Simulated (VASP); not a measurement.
## S: single point with r2SCAN

S:

```
S
1.0
     5.45570    3.14985    1.47989
    -5.45570    3.14985    1.47989
     0.00000   -6.29970    1.47989
S
6
Direct
  0.58871 0.35818 0.25390
  0.25390 0.58871 0.35818
  0.35818 0.25390 0.58871
  0.41129 0.64182 0.74610
  0.74610 0.41129 0.64182
  0.64182 0.74610 0.41129
```

- Program: VASP 6.6.1
- Task: single point
- Functional: r2SCAN
- Potentials or basis: VASP PAW PBE potentials, release 64 (S)
- Cutoff: 520 eV
- k mesh: 7 × 7 × 7
- Occupations: fermi-dirac, width 0.05 eV
- Spin: no spin polarisation
- Dipole correction: no
- Further INCAR settings: ALGO = Normal; EDIFF = 1e-06; NBANDS = 27

The pressure is -0.5 GPa, the largest force is 0.131 eV/Å and the band gap on the k mesh is 2.42 eV (least direct gap 2.49 eV).

Forces in eV/Å, atoms in the order of the input:
```
S   -0.065 -0.073  0.088
S    0.095 -0.020  0.088
S   -0.030  0.092  0.088
S    0.065  0.073 -0.088
S   -0.095  0.020 -0.088
S    0.030 -0.092 -0.088
```

Stress tensor (GPa, compression positive):
```
-0.61  0.00  0.00
 0.00 -0.61  0.00
 0.00  0.00 -0.29
```

Levels at points of the mesh, in eV from the valence-band top:
| k point | band 16 | band 17 | band 18 | band 19 | band 20 | band 21 |
| --- | --- | --- | --- | --- | --- | --- |
| (0.00, 0.00, 0.00) | -0.94 | -0.85 | -0.85 | 2.67 | 2.67 | 3.84 |

It took 10 min on 1 thread of Intel(R) Xeon(R) Platinum 8488C (Sapphire Rapids) (shared host), peak memory 0.44 GiB.

Caveat: the PAW data sets were made with another functional, which shifts forces and pressure a little. A k mesh can miss the band edges.
